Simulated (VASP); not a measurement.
# W (P6_3/mmc) in VASP: a series of runs

The runs below take W through single point, with PBE.

Program: VASP 6.6.1. These are calculated values, not measurements. Logs are shortened: lines on timing, memory, paths and dates and some standing lists are left out, and cuts for length are marked.

### Step 1. The cell of the first run

Symmetry: P6_3/mmc, No. 194, hexagonal system. Conventional cell: a = 2.533 Å, b = 2.533 Å, c = 4.043 Å, α = 90.00°, β = 90.00°, γ = 120.00°. Within 3.3 Å of W (site symmetry -6m2) lie 12 W at 2.50 to 2.53 Å.

### Step 2. Single point, PBE (volume scaled by 0.68)

INCAR

```
SYSTEM = W
  PREC = Accurate
  ENCUT = 520
  EDIFF = 1E-7
  ISMEAR = -1
  SIGMA = 0.1
  LREAL = .FALSE.
  LASPH = .TRUE.
  NELM = 100
  ALGO = Normal
  ISIF = 2
  LWAVE = .FALSE.
  LCHARG = .TRUE.
  GGA = PE
  LELF = .TRUE.
  LVHAR = .TRUE.
  NBANDS = 21
```

KPOINTS

```
regular mesh
0
G
  17 17 9
  0 0 0
```

POSCAR

```
W
1.0
    2.5330987366      0.0000000000      0.0000000000
   -1.2665493683      2.1937278562      0.0000000000
    0.0000000000      0.0000000000      4.0433449180
W
2
Direct
    0.3333333333      0.6666666667      0.2500000000
    0.6666666667      0.3333333333      0.7500000000
```

Potentials or basis: VASP PAW PBE potentials, release 64 (W_sv).

On the command line:

```bash
cat potpaw_PBE.64/W_sv/POTCAR > POTCAR
mpirun -np 1 vasp_std > vasp.out
```

OUTCAR:

```text
SYSTEM = W
   PREC = Accurate
   ENCUT = 520
   EDIFF = 1E-7
   ISMEAR = -1
   LREAL = .FALSE.
   LASPH = .TRUE.
   NELM = 100
   ISIF = 2
   GGA = PE

 ion  position               nearest neighbor table
   1  0.333  0.667  0.250-   2 2.50   2 2.50   2 2.50   2 2.50   2 2.50   2 2.50
   2  0.667  0.333  0.750-   1 2.50   1 2.50   1 2.50   1 2.50   1 2.50   1 2.50

  LATTYP: Found a hexagonal cell.
 ALAT       =     2.5330987366
 C/A-ratio  =     1.5962050194

  Lattice vectors:

 A1 = (   2.5330987366,   0.0000000000,   0.0000000000)
 A2 = (  -1.2665493683,   2.1937278562,   0.0000000000)
 A3 = (   0.0000000000,   0.0000000000,   4.0433449180)

Analysis of symmetry for initial positions (statically):
=====================================================================
 Subroutine PRICEL returns:
 Original cell was already a primitive cell.

 Routine SETGRP: Setting up the symmetry group for a
 hexagonal supercell.

 Subroutine GETGRP returns: Found 24 space group operations
 (whereof 12 operations were pure point group operations)
 out of a pool of 24 trial point group operations.

The static configuration has the point symmetry D_3d.
 The point group associated with its full space group is D_6h.

Analysis of symmetry for dynamics (positions and initial velocities):
=====================================================================
 Subroutine PRICEL returns:
 Original cell was already a primitive cell.

 Routine SETGRP: Setting up the symmetry group for a
 hexagonal supercell.

 Subroutine GETGRP returns: Found 24 space group operations
 (whereof 12 operations were pure point group operations)
 out of a pool of 24 trial point group operations.

The dynamic configuration has the point symmetry D_3d.
 The point group associated with its full space group is D_6h.

 Subroutine INISYM returns: Found 24 space group operations
 (whereof 12 operations are pure point group operations),
 and found     1 'primitive' translations

----------------------------------------------------------------------------------------

                                     Primitive cell

  volume of cell :      22.4686

  direct lattice vectors                    reciprocal lattice vectors
     2.533098737  0.000000000  0.000000000     0.394773400  0.227922529  0.000000000
    -1.266549368  2.193727856  0.000000000     0.000000000  0.455845057  0.000000000
     0.000000000  0.000000000  4.043344918     0.000000000  0.000000000  0.247319984

  length of vectors
     2.533098737  2.533098737  4.043344918     0.455845057  0.455845057  0.247319984

  position of ions in fractional coordinates (direct lattice)
     0.333333333  0.666666667  0.250000000
     0.666666667  0.333333333  0.750000000

  ion indices of the primitive-cell ions
   primitive index   ion index
                 1           1
                 2           2

----------------------------------------------------------------------------------------

 KPOINTS: regular mesh

Automatic generation of k-mesh.
 Grid dimensions read from file:
 generate k-points for:   17   17    9

 Generating k-lattice:

  Cartesian coordinates                     Fractional coordinates (reciprocal lattice)
     0.023221965  0.013407208  0.000000000     0.058823529  0.000000000  0.000000000
     0.000000000  0.026814415  0.000000000     0.000000000  0.058823529  0.000000000
     0.000000000  0.000000000  0.027479998     0.000000000  0.000000000  0.111111111

  Length of vectors
     0.026814415  0.026814415  0.027479998

  Shift w.r.t. Gamma in fractional coordinates (k-lattice)
     0.000000000  0.000000000  0.000000000

 Subroutine IBZKPT returns following result:
 ===========================================

 Found    165 irreducible k-points:

 Following reciprocal coordinates:
            Coordinates               Weight
  0.000000  0.000000  0.000000      1.000000
  0.058824 -0.000000  0.000000      6.000000
  0.117647 -0.000000  0.000000      6.000000
  0.176471 -0.000000  0.000000      6.000000
  0.235294 -0.000000  0.000000      6.000000
  0.294118 -0.000000  0.000000      6.000000
[... 16 lines left out ...]
  0.411765  0.117647  0.000000     12.000000
  0.176471  0.176471  0.000000      6.000000
 [... further k-points ...]
   k-points           NKPTS =    165   k-points in BZ     NKDIM =    165   number of bands    NBANDS=     21
   number of dos      NEDOS =    301   number of ions     NIONS =      2
   total plane-waves  NPLWV =  12000
   dimension x,y,z NGX =    20 NGY =   20 NGZ =   30
   dimension x,y,z NGXF=    40 NGYF=   40 NGZF=   60
   ions per type =               2
   NGX,Y,Z   is equivalent  to a cutoff of  13.13, 13.13, 12.33 a.u.
   NGXF,Y,Z  is equivalent  to a cutoff of  26.25, 26.25, 24.67 a.u.
 SYSTEM =  W
   PREC   = accura    normal or accurate (medium, high low for compatibility)
   ISTART =      0    job   : 0-new  1-cont  2-samecut
   ICHARG =      2    charge: 1-file 2-atom 10-const
   ISPIN  =      1    spin polarized calculation?
   LNONCOLLINEAR =      F non collinear calculations
   LSORBIT =      F    spin-orbit coupling
   LASPH  =      T    aspherical Exc in radial PAW
   ENCUT  =  520.0 eV  38.22 Ry    6.18 a.u.   4.71  4.71  7.52*2*pi/ulx,y,z
   NELM   =    100;   NELMIN=  2; NELMDL= -5     # of ELM steps
   EDIFF  = 0.1E-06   stopping-criterion for ELM
   LREAL  =      F    real-space projection
   EDIFFG = 0.1E-05   stopping-criterion for IOM
   NSW    =      0    number of steps for IOM
   IBRION =     -1    ionic relax: 0-MD 1-quasi-New 2-CG
   NFREE  =      0    steps in history (QN), initial steepest desc. (CG)
   ISIF   =      2    stress and relaxation
   ISYM   =      2    0-nonsym 1-usesym 2-fastsym
   POTIM  = 0.5000    time-step for ionic-motion
   TEBEG  =    0.0;   TEEND  =   0.0 temperature during run
   PSTRESS=    0.0 pullay stress
   NELECT =      28.0000    total number of electrons
   NUPDOWN=      -1.0000    fix difference up-down
   EMIN   =  10.00;   EMAX   =-10.00  energy-range for DOS
   EFERMI =   0.00;   METHOD = LEGACY
   ISMEAR =    -1;   SIGMA  =   0.10  broadening in eV -4-tet -1-fermi 0-gaus
   EFERMI_NEDOS =   21; number of points for ismear=-14 and -15
   IALGO  =     38    algorithm
   IMIX   =      4    mixing-type and parameters
     AMIX     =   0.40;   BMIX     =  1.00
     AMIX_MAG =   1.60;   BMIX_MAG =  1.00
  volume/ion in A,a.u.               =      11.23        75.81
  Fermi-wavevector in a.u.,A,eV,Ry     =   1.761715  3.329158 42.227576  3.103639
  Thomas-Fermi vector in A             =   2.830230
   LORBIT       =      0    0 simple, 1 ext, 2 COOP (PROOUT), +10 PAW based schemes
   GGA     = PE    functional components
   LHFCALC =     F    Hartree Fock is set to
   AEXX    =    0.0000 exact exchange contribution
   IVDW    =     0    specifies the selected vdW correction
   LEPSILON=     F    determine dielectric tensor
   LRPA    =     F    only Hartree local field effects (RPA)
 non-spin polarized calculation
  energy-cutoff  :      520.00
  volume of cell :       22.47
 maximum number of plane-waves:       620
 NGX is ok and might be reduce to    20
   NGX =  9   NGY =  9   NGZ = 15

 number of electron      28.0000002 magnetization

 Free energy of the ion-electron system (eV)
  ---------------------------------------------------
  ext. energy  EPLUGINS =         0.00000000
  ---------------------------------------------------
  free energy    TOTEN  =       -19.39121569 eV

  energy without entropy =      -19.34078966  energy(sigma->0) =      -19.36600267

 E-fermi :  16.6820     XC(G=0): -15.6814

 val. band max:       16.6758623239   @ k =   0.1765   0.1176   0.2222
 cond. band min:      16.6858450999   @ k =   0.2941   0.1765   0.1111
 fundamental gap:      0.0099827760
 Fermi energy:        16.6820177571

 k-point     1 :       0.0000    0.0000    0.0000
  band No.  band energies     occupation
      1     -56.8502      2.00000
      2     -56.2674      2.00000
      3     -23.2081      2.00000
      4     -19.9922      2.00000
      5     -19.9922      2.00000
      6     -19.4646      2.00000
[... 13 lines left out ...]
     20      22.9186      0.00000
     21      29.7820      0.00000

 k-point     2 :       0.0588   -0.0000    0.0000
  band No.  band energies     occupation
      1     -56.8352      2.00000
      2     -56.2607      2.00000
      3     -23.1700      2.00000
      4     -20.0958      2.00000
      5     -20.0252      2.00000
      6     -19.5714      2.00000
[... 13 lines left out ...]
     20      24.0149      0.00000
     21      30.2924      0.00000

 k-point     3 :       0.1176   -0.0000    0.0000
  band No.  band energies     occupation
      1     -56.7917      2.00000
      2     -56.2421      2.00000
      3     -23.0579      2.00000
      4     -20.3887      2.00000
      5     -20.1167      2.00000
      6     -19.8680      2.00000
[... 13 lines left out ...]
     20      25.9865      0.00000
     21      31.7053      0.00000

 k-point     4 :       0.1765   -0.0000    0.0000
  band No.  band energies     occupation
      1     -56.7241      2.00000
      2     -56.2150      2.00000
      3     -22.8778      2.00000
      4     -20.8219      2.00000
      5     -20.2939      2.00000
      6     -20.2482      2.00000
[... 13 lines left out ...]
     20      28.0624      0.00000
     21      32.4374      0.00000

 k-point     5 :       0.2353   -0.0000    0.0000
  band No.  band energies     occupation
      1     -56.6392      2.00000
      2     -56.1849      2.00000
      3     -22.6405      2.00000
      4     -21.3271      2.00000
      5     -20.7752      2.00000
      6     -20.3981      2.00000
[... 13 lines left out ...]
     20      30.0053      0.00000
     21      32.0602      0.00000
[... 382 lines left out ...]
     20      30.9941      0.00000
     21      32.1512      0.00000

 k-point    22 :       0.3529    0.1176    0.0000
  band No.  band energies     occupation
      1     -56.3562      2.00000
      2     -56.1329      2.00000
      3     -22.5011      2.00000
      4     -21.8964      2.00000
      5     -21.7031      2.00000
      6     -20.9505      2.00000
[... 13 lines left out ...]
     20      31.0808      0.00000
     21      31.5976      0.00000

 k-point    23 :       0.4118    0.1176    0.0000
  band No.  band energies     occupation
      1     -56.3107      2.00000
      2     -56.1370      2.00000
      3     -22.6577      2.00000
      4     -21.9996      2.00000
      5     -21.5135      2.00000
      6     -21.0324      2.00000
[... 13 lines left out ...]
     20      29.4659      0.00000
     21      30.6714      0.00000

 k-point    24 :       0.1765    0.1765    0.0000
  band No.  band energies     occupation
      1     -56.5249      2.00000
      2     -56.1525      2.00000
      3     -22.2965      2.00000
      4     -21.5677      2.00000
      5     -21.5643      2.00000
      6     -20.5291      2.00000
[... 13 lines left out ...]
     20      31.4550      0.00000
     21      32.9402      0.00000

 [... further k-points ...]
[... 5 lines left out ...]
  --------------------------------------------------------------------------------------
  -------------------------------------------------------------------------------------
  Total       31.8004233     31.8004233     31.9475710     -0.0000000      0.0000000      0.0000000
  in kB     2267.6071845   2267.6071845   2278.0999150     -0.0000000      0.0000000      0.0000000
  external PRESSURE =    2271.1047613 kB  Pullay stress =       0.0000000 kB

 VOLUME and BASIS-vectors are now :
 -----------------------------------------------------------------------------
  energy-cutoff  :      520.00
  volume of cell :       22.47
      direct lattice vectors                 reciprocal lattice vectors
     2.533098737  0.000000000  0.000000000     0.394773400  0.227922529  0.000000000
    -1.266549368  2.193727856  0.000000000     0.000000000  0.455845057  0.000000000
     0.000000000  0.000000000  4.043344918     0.000000000  0.000000000  0.247319984

 POSITION                                       TOTAL-FORCE (eV/Angst)
 -----------------------------------------------------------------------------------
     -0.00000      1.46249      1.01084         0.000000      0.000000      0.000000
      1.26655      0.73124      3.03251        -0.000000      0.000000      0.000000
 -----------------------------------------------------------------------------------
    total drift:                               -0.000000      0.000000     -0.000000

  FREE ENERGIE OF THE ION-ELECTRON SYSTEM (eV)
  ---------------------------------------------------
  free  energy   TOTEN  =       -19.3912156898 eV

  energy  without entropy=      -19.3407896575  energy(sigma->0) =      -19.36600267
```

It took 72 s on 1 thread of AMD EPYC 7R43 (Zen 3), shared host; peak memory 0.14 GiB.

Results:

```
Free energy            : -19.3912 eV
Pressure               : 227.1 GPa
Band gap on the k mesh : zero (band 14 reaches 18.95 eV, above the bottom of band 15 at 15.08 eV)
```

Levels at points of the mesh, in eV from the Fermi level:
```
           k point  band 11  band 12  band 13  band 14  band 15  band 16  band 17  band 18
(0.00, 0.00, 0.00)    -1.58    -1.58    -1.22    -0.07    -0.07     1.24     1.24     3.04
```

Caveat: spin-orbit coupling is left out, which moves the levels of the heavy elements.

### Step 3. Single point, PBE (volume scaled by 0.76)

INCAR

```
SYSTEM = W
PREC = Accurate
ENCUT = 520
EDIFF = 1E-6
ISMEAR = -1
SIGMA = 0.1
LREAL = .FALSE.
LASPH = .TRUE.
NELM = 60
ALGO = Normal
ISIF = 2
LWAVE = .FALSE.
LCHARG = .FALSE.
GGA = PE
NBANDS = 21
```

KPOINTS is that of step 2.

POSCAR

```
W
1.0
    2.5731329790      0.0000000000      0.0000000000
   -1.2865664895      2.2283985271      0.0000000000
    0.0000000000      0.0000000000      4.3795071989
W
2
Direct
    0.3333333333      0.6666666667      0.2500000000
    0.6666666667      0.3333333333      0.7500000000
```

Potentials or basis: VASP PAW PBE potentials, release 64 (W_sv).

On the command line:

```bash
cat potpaw_PBE.64/W_sv/POTCAR > POTCAR
mpirun -np 1 vasp_std > vasp.out
```

It took 64 s on 1 thread of AMD EPYC 7R43 (Zen 3), shared host; peak memory 0.16 GiB.

The run converged. Its results:

```
Free energy            : -22.3000 eV
Pressure               : 132.7 GPa
Band gap on the k mesh : zero (band 14 reaches 16.37 eV, above the bottom of band 15 at 13.78 eV)
```

Stress tensor (GPa, compression positive):
```
132.76   0.00   0.00
  0.00 132.76   0.00
  0.00   0.00 132.64
```

Levels at points of the mesh, in eV from the Fermi level:
```csv
k point,band 12,band 13,band 14,band 15,band 16,band 17
"(0.00, 0.00, 0.00)",-1.02,-1.02,0.01,0.01,1.28,2.02
```

Caveat: spin-orbit coupling is left out, which moves the levels of the heavy elements.
